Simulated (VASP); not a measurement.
# Al3BiO3: relaxation of cell and atoms with PBE

Crystal: Al3BiO3.

```xyz
7
Lattice="3.6997 2.1176 2.1477 -3.7974 2.1970 2.2355 0.0199 -4.3491 2.2253" Properties=species:S:1:pos:R:3 pbc="T T T"
Al    1.6627   -1.0698    2.0125
Al   -1.6720   -0.9601    2.1310
Al   -0.0942    1.9445    2.1204
Bi   -0.1298   -0.1314    5.6302
O     0.0012   -1.6141    2.6022
O    -1.4374    0.8926    2.6425
O     1.4359    0.8347    2.6881
```

```
Program                : VASP 6.6.1
Task                   : relaxation of cell and atoms
Functional             : PBE
Potentials or basis    : VASP PAW PBE potentials, release 64 (Al, Bi_d, O)
Cutoff                 : 600 eV
k mesh                 : 3 × 3 × 3
Occupations            : gaussian, width 0.1 eV
Spin                   : no spin polarisation
Dipole correction      : no
Further INCAR settings : ALGO = Normal; EDIFF = 1e-07; IBRION = 2; EDIFFG = -0.025; NSW = 80; ISIF = 3
```

- Relaxed volume: 15.08 Å³/atom
- Relaxed cell: a = 4.823 Å, b = 4.833 Å, c = 4.831 Å, α = 100.91°, β = 100.95°, γ = 100.95°
- Space group after relaxing (to 0.1 Å): R3m (No. 160)
- Energy gained by relaxing: 83.1 meV/atom
- Ionic steps: 16
- Pressure after relaxing: 0.0 GPa
- Largest force after relaxing: 0.019 eV/Å
- Band gap on the k mesh: 0.72 eV (least direct gap 0.77 eV)

Forces in eV/Å, atoms in the order of the input:
```
Al  -0.004 -0.012  0.015
Al  -0.002 -0.004 -0.014
Al   0.005  0.002 -0.002
Bi   0.008  0.002 -0.012
O    0.002  0.003  0.002
O   -0.009  0.000  0.002
O   -0.001  0.008  0.009
```

Step by step:
| step | energy change (eV) | largest force (eV/Å) | pressure (GPa) | volume (Å³) |
| --- | --- | --- | --- | --- |
| 1 | 0.0000 | 2.4720 | 0.96 | 107.42 |
| 2 | -0.4198 | 1.2747 | -1.93 | 108.78 |
| 3 | -0.4447 | 0.9431 | -1.96 | 108.50 |
| 4 | -0.5475 | 0.4079 | 0.14 | 105.88 |
| 5 | -0.5479 | 0.4028 | 0.28 | 105.74 |
| 6 | -0.5712 | 0.2462 | 0.00 | 105.68 |
| 7 | -0.5713 | 0.2387 | 0.01 | 105.68 |
| 8 | -0.5777 | 0.1225 | -0.05 | 105.68 |
| 9 | -0.5787 | 0.1171 | -0.08 | 105.68 |
| 10 | -0.5807 | 0.0656 | 0.00 | 105.56 |
| 11 | -0.5807 | 0.0772 | 0.01 | 105.53 |
| 12 | -0.5814 | 0.0413 | 0.01 | 105.51 |
| 13 | -0.5814 | 0.0421 | 0.01 | 105.51 |
| 14 | -0.5817 | 0.0270 | 0.01 | 105.52 |
| 15 | -0.5817 | 0.0304 | 0.01 | 105.52 |
| 16 | -0.5819 | 0.0192 | -0.01 | 105.54 |

Final structure:
```cif
data_structure
_symmetry_space_group_name_H-M 'P 1'
_symmetry_Int_Tables_number 1
_cell_length_a 4.8232
_cell_length_b 4.8326
_cell_length_c 4.8312
_cell_angle_alpha 100.907
_cell_angle_beta 100.946
_cell_angle_gamma 100.953
_cell_volume 105.54
loop_
_atom_site_label
_atom_site_type_symbol
_atom_site_fract_x
_atom_site_fract_y
_atom_site_fract_z
_atom_site_occupancy
Al1 Al 0.46272 0.02277 0.46237 1
Al2 Al 0.02339 0.46398 0.46414 1
Al3 Al 0.46323 0.46297 0.02297 1
Bi1 Bi 0.86954 0.87009 0.86985 1
O1 O 0.26763 0.26751 0.64569 1
O2 O 0.26772 0.64535 0.26759 1
O3 O 0.64598 0.26753 0.26761 1
```

Levels at points of the mesh, in eV from the valence-band top:
```
           k point  band 17  band 18  band 19  band 20  band 21  band 22  band 23  band 24  band 25
(0.00, 0.00, 0.00)    -4.14    -4.13    -0.28    -0.05    -0.05     0.72     2.75     2.75     5.48
```

It took 3.5 min on 1 thread of Intel(R) Xeon(R) 6975P-C (Granite Rapids), on a shared host, peak memory 0.27 GiB.

Caveat: the k points lie up to 0.45 Å⁻¹ apart in the final cell; spin-orbit coupling is left out, which moves the levels of the heavy elements. A k mesh can miss the band edges.
